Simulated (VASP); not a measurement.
# BiAsS (P6_3/mmc) in VASP: a series of runs

The runs below take BiAsS through single point, relaxation of cell and atoms, with PBE.

All numbers are computed with VASP 6.6.1; they aren't measurements. Logs are shortened: lines on timing, memory, paths and dates and some standing lists are left out, and cuts for length are marked.

## (1) The cell of the first run

The structure is hexagonal, space group P6_3/mmc (No. 194). Conventional cell: a = 4.629 Å, b = 4.629 Å, c = 7.385 Å, α = 90.00°, β = 90.00°, γ = 120.00°. Within 4.3 Å of Bi (site symmetry -3m) lie 6 As at 3.25 Å and 6 S at 3.25 Å and 2 Bi at 3.69 Å. Within 3.5 Å of As (site symmetry -6m2) lie 3 S at 2.67 Å and 6 Bi at 3.25 Å. S (site symmetry -6m2) has 3 As at 2.67 Å and 6 Bi at 3.25 Å within 3.5 Å.

The cell was generated, and may not be a known phase.

## (2) Single point, PBE

Input file INCAR:

```
PREC = Accurate ; ENCUT = 520
EDIFF = 1E-7 ; ISMEAR = 0
SIGMA = 0.1 ; LREAL = False
LASPH = True ; NELM = 60
ALGO = Normal ; ISIF = 2
LWAVE = False ; LCHARG = False
GGA = PE ; NBANDS = 35
```

Input file KPOINTS:

```
regular mesh
0
Gamma
  12 12 6
```

Input file POSCAR:

```
BiAsS
1.0
    4.6293893058      0.0000000000      0.0000000000
   -2.3146946529      4.0091687428      0.0000000000
    0.0000000000      0.0000000000      7.3852839382
Bi As S
2 2 2
Direct
    0.0000000000      0.0000000000      0.5000000000
    0.0000000000      0.0000000000      0.0000000000
    0.3333333333      0.6666666667      0.2500000000
    0.6666666667      0.3333333333      0.7500000000
    0.6666666667      0.3333333333      0.2500000000
    0.3333333333      0.6666666667      0.7500000000
```

Potentials or basis: VASP PAW PBE potentials, release 64 (Bi_d, As, S).

Run with:

```console
$ cat potpaw_PBE.64/Bi_d/POTCAR potpaw_PBE.64/As/POTCAR potpaw_PBE.64/S/POTCAR > POTCAR
$ mpirun -np 1 vasp_std > vasp.out
```

OUTCAR:

```text
PREC = Accurate
   ENCUT = 520
   EDIFF = 1E-7
   ISMEAR = 0
   LREAL = False
   LASPH = True
   NELM = 60
   ISIF = 2
   GGA = PE

 ion  position               nearest neighbor table
   1  0.000  0.000  0.500-   3 3.25   4 3.25   5 3.25   6 3.25   3 3.25   6 3.25   4 3.25   5 3.25
                             4 3.25   5 3.25   3 3.25   6 3.25   2 3.69   2 3.69
   2  0.000  0.000  0.000-   3 3.25   4 3.25   5 3.25   6 3.25   3 3.25   6 3.25   4 3.25   5 3.25
                             4 3.25   5 3.25   3 3.25   6 3.25   1 3.69   1 3.69
   3  0.333  0.667  0.250-   5 2.67   5 2.67   5 2.67   1 3.25   2 3.25   2 3.25   1 3.25   2 3.25
                             1 3.25
   4  0.667  0.333  0.750-   6 2.67   6 2.67   6 2.67   1 3.25   2 3.25   1 3.25   2 3.25   1 3.25
                             2 3.25
   5  0.667  0.333  0.250-   3 2.67   3 2.67   3 2.67   1 3.25   2 3.25   1 3.25   2 3.25   1 3.25
                             2 3.25
   6  0.333  0.667  0.750-   4 2.67   4 2.67   4 2.67   1 3.25   2 3.25   2 3.25   1 3.25   2 3.25
                             1 3.25

  LATTYP: Found a hexagonal cell.
 ALAT       =     4.6293893058
 C/A-ratio  =     1.5953041428

  Lattice vectors:

 A1 = (   4.6293893058,   0.0000000000,   0.0000000000)
 A2 = (  -2.3146946529,   4.0091687428,   0.0000000000)
 A3 = (   0.0000000000,   0.0000000000,   7.3852839382)

Analysis of symmetry for initial positions (statically):
=====================================================================
 Subroutine PRICEL returns:
 Original cell was already a primitive cell.

 Routine SETGRP: Setting up the symmetry group for a
 hexagonal supercell.

 Subroutine GETGRP returns: Found 24 space group operations
 (whereof 12 operations were pure point group operations)
 out of a pool of 24 trial point group operations.

The static configuration has the point symmetry D_3d.
 The point group associated with its full space group is D_6h.

Analysis of symmetry for dynamics (positions and initial velocities):
=====================================================================
 Subroutine PRICEL returns:
 Original cell was already a primitive cell.

 Routine SETGRP: Setting up the symmetry group for a
 hexagonal supercell.

 Subroutine GETGRP returns: Found 24 space group operations
 (whereof 12 operations were pure point group operations)
 out of a pool of 24 trial point group operations.

The dynamic configuration has the point symmetry D_3d.
 The point group associated with its full space group is D_6h.

 Subroutine INISYM returns: Found 24 space group operations
 (whereof 12 operations are pure point group operations),
 and found     1 'primitive' translations

----------------------------------------------------------------------------------------

                                     Primitive cell

  volume of cell :     137.0709

  direct lattice vectors                    reciprocal lattice vectors
     4.629389306  0.000000000  0.000000000     0.216011213  0.124714132  0.000000000
    -2.314694653  4.009168743  0.000000000     0.000000000  0.249428264  0.000000000
     0.000000000  0.000000000  7.385283938     0.000000000  0.000000000  0.135404408

  length of vectors
     4.629389306  4.629389306  7.385283938     0.249428264  0.249428264  0.135404408

  position of ions in fractional coordinates (direct lattice)
     0.000000000  0.000000000  0.500000000
     0.000000000  0.000000000  0.000000000
     0.333333333  0.666666667  0.250000000
     0.666666667  0.333333333  0.750000000
     0.666666667  0.333333333  0.250000000
     0.333333333  0.666666667  0.750000000

  ion indices of the primitive-cell ions
   primitive index   ion index
                 1           1
                 2           2
                 3           3
                 4           4
                 5           5
                 6           6

----------------------------------------------------------------------------------------

 KPOINTS: regular mesh

Automatic generation of k-mesh.
 Grid dimensions read from file:
 generate k-points for:   12   12    6

 Generating k-lattice:

  Cartesian coordinates                     Fractional coordinates (reciprocal lattice)
     0.018000934  0.010392844  0.000000000     0.083333333  0.000000000  0.000000000
     0.000000000  0.020785689  0.000000000     0.000000000  0.083333333  0.000000000
     0.000000000  0.000000000  0.022567401     0.000000000  0.000000000  0.166666667

  Length of vectors
     0.020785689  0.020785689  0.022567401

  Shift w.r.t. Gamma in fractional coordinates (k-lattice)
     0.000000000  0.000000000  0.000000000

 Subroutine IBZKPT returns following result:
 ===========================================

 Found     76 irreducible k-points:

 Following reciprocal coordinates:
            Coordinates               Weight
  0.000000  0.000000  0.000000      1.000000
  0.083333  0.000000  0.000000      6.000000
  0.166667  0.000000  0.000000      6.000000
  0.250000 -0.000000  0.000000      6.000000
  0.333333 -0.000000  0.000000      6.000000
  0.416667  0.000000  0.000000      6.000000
[... 16 lines left out ...]
  0.250000 -0.000000  0.166667     12.000000
  0.333333 -0.000000  0.166667     12.000000
 [... further k-points ...]
   k-points           NKPTS =     76   k-points in BZ     NKDIM =     76   number of bands    NBANDS=     35
   number of dos      NEDOS =    301   number of ions     NIONS =      6
   total plane-waves  NPLWV =  72576
   dimension x,y,z NGX =    36 NGY =   36 NGZ =   56
   dimension x,y,z NGXF=    72 NGYF=   72 NGZF=  112
   ions per type =               2   2   2
   NGX,Y,Z   is equivalent  to a cutoff of  12.93, 12.93, 12.61 a.u.
   NGXF,Y,Z  is equivalent  to a cutoff of  25.86, 25.86, 25.21 a.u.
 SYSTEM =  unknown system
   PREC   = accura    normal or accurate (medium, high low for compatibility)
   ISTART =      0    job   : 0-new  1-cont  2-samecut
   ICHARG =      2    charge: 1-file 2-atom 10-const
   ISPIN  =      1    spin polarized calculation?
   LNONCOLLINEAR =      F non collinear calculations
   LSORBIT =      F    spin-orbit coupling
   LASPH  =      T    aspherical Exc in radial PAW
   ENCUT  =  520.0 eV  38.22 Ry    6.18 a.u.   8.61  8.61 13.73*2*pi/ulx,y,z
   NELM   =     60;   NELMIN=  2; NELMDL= -5     # of ELM steps
   EDIFF  = 0.1E-06   stopping-criterion for ELM
   LREAL  =      F    real-space projection
   EDIFFG = 0.1E-05   stopping-criterion for IOM
   NSW    =      0    number of steps for IOM
   IBRION =     -1    ionic relax: 0-MD 1-quasi-New 2-CG
   NFREE  =      0    steps in history (QN), initial steepest desc. (CG)
   ISIF   =      2    stress and relaxation
   ISYM   =      2    0-nonsym 1-usesym 2-fastsym
   POTIM  = 0.5000    time-step for ionic-motion
   TEBEG  =    0.0;   TEEND  =   0.0 temperature during run
   PSTRESS=    0.0 pullay stress
   NELECT =      52.0000    total number of electrons
   NUPDOWN=      -1.0000    fix difference up-down
   EMIN   =  10.00;   EMAX   =-10.00  energy-range for DOS
   EFERMI =   0.00;   METHOD = LEGACY
   ISMEAR =     0;   SIGMA  =   0.10  broadening in eV -4-tet -1-fermi 0-gaus
   EFERMI_NEDOS =   21; number of points for ismear=-14 and -15
   IALGO  =     38    algorithm
   IMIX   =      4    mixing-type and parameters
     AMIX     =   0.40;   BMIX     =  1.00
     AMIX_MAG =   1.60;   BMIX_MAG =  1.00
  volume/ion in A,a.u.               =      22.85       154.17
  Fermi-wavevector in a.u.,A,eV,Ry     =   1.185116  2.239545 19.109382  1.404500
  Thomas-Fermi vector in A             =   2.321316
   LORBIT       =      0    0 simple, 1 ext, 2 COOP (PROOUT), +10 PAW based schemes
   GGA     = PE    functional components
   LHFCALC =     F    Hartree Fock is set to
   AEXX    =    0.0000 exact exchange contribution
   IVDW    =     0    specifies the selected vdW correction
   LEPSILON=     F    determine dielectric tensor
   LRPA    =     F    only Hartree local field effects (RPA)
 non-spin polarized calculation
 Gauss-broadening in eV      SIGMA  =   0.10
  energy-cutoff  :      520.00
  volume of cell :      137.07
 maximum number of plane-waves:      3712
 NGX is ok and might be reduce to    36
   NGX = 17   NGY = 17   NGZ = 27

 number of electron      52.0000003 magnetization

 Free energy of the ion-electron system (eV)
  ---------------------------------------------------
  ext. energy  EPLUGINS =         0.00000000
  ---------------------------------------------------
  free energy    TOTEN  =       -23.12532967 eV

  energy without entropy =      -23.09869573  energy(sigma->0) =      -23.11201270

 E-fermi :   6.9387     XC(G=0): -10.4075

 val. band max:        6.9386581133   @ k =   0.1667   0.1667   0.1667
 cond. band min:       6.9397743860   @ k =   0.2500   0.0833   0.0000
 fundamental gap:      0.0011162727
 Fermi energy:         6.9387284387

 k-point     1 :       0.0000    0.0000    0.0000
  band No.  band energies     occupation
      1     -16.3221      2.00000
      2     -16.3070      2.00000
      3     -16.3070      2.00000
      4     -16.3020      2.00000
      5     -16.3020      2.00000
      6     -16.2969      2.00000
[... 27 lines left out ...]
     34      11.8452      0.00000
     35      11.8459      0.00000

 k-point     2 :       0.0833    0.0000    0.0000
  band No.  band energies     occupation
      1     -16.3218      2.00000
      2     -16.3072      2.00000
      3     -16.3066      2.00000
      4     -16.3021      2.00000
      5     -16.3016      2.00000
      6     -16.2975      2.00000
[... 27 lines left out ...]
     34      11.6014      0.00000
     35      11.8398      0.00000

 k-point     3 :       0.1667    0.0000    0.0000
  band No.  band energies     occupation
      1     -16.3213      2.00000
      2     -16.3077      2.00000
      3     -16.3054      2.00000
      4     -16.3023      2.00000
      5     -16.3003      2.00000
      6     -16.2990      2.00000
[... 27 lines left out ...]
     34      11.1237      0.00000
     35      11.5850      0.00000

 k-point     4 :       0.2500   -0.0000    0.0000
  band No.  band energies     occupation
      1     -16.3206      2.00000
      2     -16.3085      2.00000
      3     -16.3040      2.00000
      4     -16.3025      2.00000
      5     -16.3010      2.00000
      6     -16.2986      2.00000
[... 27 lines left out ...]
     34      11.2093      0.00000
     35      11.6273      0.00000

 k-point     5 :       0.3333   -0.0000    0.0000
  band No.  band energies     occupation
      1     -16.3200      2.00000
      2     -16.3095      2.00000
      3     -16.3029      2.00000
      4     -16.3028      2.00000
      5     -16.3027      2.00000
      6     -16.2969      2.00000
[... 638 lines left out ...]
 k-point    22 :       0.1667    0.0000    0.1667
  band No.  band energies     occupation
      1     -16.3157      2.00000
      2     -16.3072      2.00000
      3     -16.3049      2.00000
      4     -16.3026      2.00000
      5     -16.3006      2.00000
      6     -16.2973      2.00000
[... 27 lines left out ...]
     34      11.2796      0.00000
     35      11.7320      0.00000

 k-point    23 :       0.2500   -0.0000    0.1667
  band No.  band energies     occupation
      1     -16.3151      2.00000
      2     -16.3077      2.00000
      3     -16.3033      2.00000
      4     -16.3029      2.00000
      5     -16.2993      2.00000
      6     -16.2989      2.00000
[... 27 lines left out ...]
     34      10.9284      0.00000
     35      12.0371      0.00000

 k-point    24 :       0.3333   -0.0000    0.1667
  band No.  band energies     occupation
      1     -16.3146      2.00000
      2     -16.3083      2.00000
      3     -16.3032      2.00000
      4     -16.3020      2.00000
      5     -16.3011      2.00000
      6     -16.2971      2.00000
[... 27 lines left out ...]
     34      10.5095      0.00000
     35      12.7412      0.00000

 [... further k-points ...]
[... 5 lines left out ...]
  --------------------------------------------------------------------------------------
  -------------------------------------------------------------------------------------
  Total        0.0127552      0.0127552     -0.0496044      0.0000000      0.0000000      0.0000000
  in kB        0.1490910      0.1490910     -0.5798094      0.0000000      0.0000000      0.0000000
  external PRESSURE =      -0.0938758 kB  Pullay stress =       0.0000000 kB

 VOLUME and BASIS-vectors are now :
 -----------------------------------------------------------------------------
  energy-cutoff  :      520.00
  volume of cell :      137.07
      direct lattice vectors                 reciprocal lattice vectors
     4.629389306  0.000000000  0.000000000     0.216011213  0.124714132  0.000000000
    -2.314694653  4.009168743  0.000000000     0.000000000  0.249428264  0.000000000
     0.000000000  0.000000000  7.385283938     0.000000000  0.000000000  0.135404408

 POSITION                                       TOTAL-FORCE (eV/Angst)
 -----------------------------------------------------------------------------------
      0.00000      0.00000      3.69264         0.000000     -0.000000     -0.000000
      0.00000      0.00000      0.00000         0.000000     -0.000000     -0.000000
     -0.00000      2.67278      1.84632         0.000000     -0.000000     -0.000000
      2.31469      1.33639      5.53896         0.000000     -0.000000      0.000000
      2.31469      1.33639      1.84632        -0.000000      0.000000      0.000000
     -0.00000      2.67278      5.53896         0.000000     -0.000000      0.000000
 -----------------------------------------------------------------------------------
    total drift:                               -0.000000      0.000000      0.000000

  FREE ENERGIE OF THE ION-ELECTRON SYSTEM (eV)
  ---------------------------------------------------
  free  energy   TOTEN  =       -23.1253296724 eV

  energy  without entropy=      -23.0986957272  energy(sigma->0) =      -23.11201270
```

Run time: 4.2 min. Hardware: 1 thread of AMD EPYC 7R13 (Zen 3), shared host; peak memory 0.44 GiB.

What came out:

```
Free energy            : -23.1253 eV
Pressure               : 0.0 GPa
Band gap on the k mesh : zero (bands 26 and 27 overlap by 1.43 eV)
```

Caveat: spin-orbit coupling is left out, which moves the levels of the heavy elements.

(Part 1 of 2 ends here.)

The gap in the log of VASP goes by the Fermi energy; the results here count the filled bands.